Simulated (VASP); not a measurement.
# CdH2O2: single point with PBEsol

The system is CdH2O2.

```xyz
5
Lattice="3.5155 0.0000 0.0000 -1.7578 3.0445 0.0000 0.0000 0.0000 4.6430" Properties=species:S:1:pos:R:3 pbc="T T T"
Cd    0.0000    0.0000    0.0000
H     1.7578    1.0148    2.5581
H     0.0000    2.0297    2.0849
O     1.7578    1.0148    3.5257
O     0.0000    2.0297    1.1172
```

```
Program             : VASP 6.6.1
Task                : single point
Functional          : PBEsol
Potentials or basis : VASP PAW PBE potentials, release 64 (Cd, H, O)
Cutoff              : 520 eV
k mesh              : 9 × 9 × 6
Occupations         : gaussian, width 0.05 eV
Spin                : no spin polarisation
```

```
Pressure               : 0.3 GPa
Largest force          : 0.713 eV/Å
Band gap on the k mesh : 1.61 eV (least direct gap 1.95 eV)
```

Forces on the atoms (eV/Å):
```
Cd   0.000  0.000  0.000
H    0.000  0.000 -0.623
H    0.000  0.000  0.623
O    0.000  0.000  0.713
O    0.000  0.000 -0.713
```

Stress tensor (GPa, compression positive):
```
-0.89  0.00  0.00
 0.00 -0.89  0.00
 0.00  0.00  2.54
```

Levels at points of the mesh, in eV from the valence-band top:
```
           k point  band 11  band 12  band 13  band 14  band 15  band 16
(0.00, 0.00, 0.00)    -1.05    -0.34    -0.34     1.61     6.12     9.99
(0.00, 0.00, 0.50)    -1.29    -0.06    -0.06     4.27     4.29    11.01
```

It took 54 s on 1 thread of Intel(R) Xeon(R) Platinum 8375C CPU @ 2.90GHz (Ice Lake), on a shared host, peak memory 0.21 GiB.

Caveat: the PAW data sets were made with another functional, which shifts forces and pressure a little; an odd mesh through Γ misses points on the zone boundary, where band edges can lie.
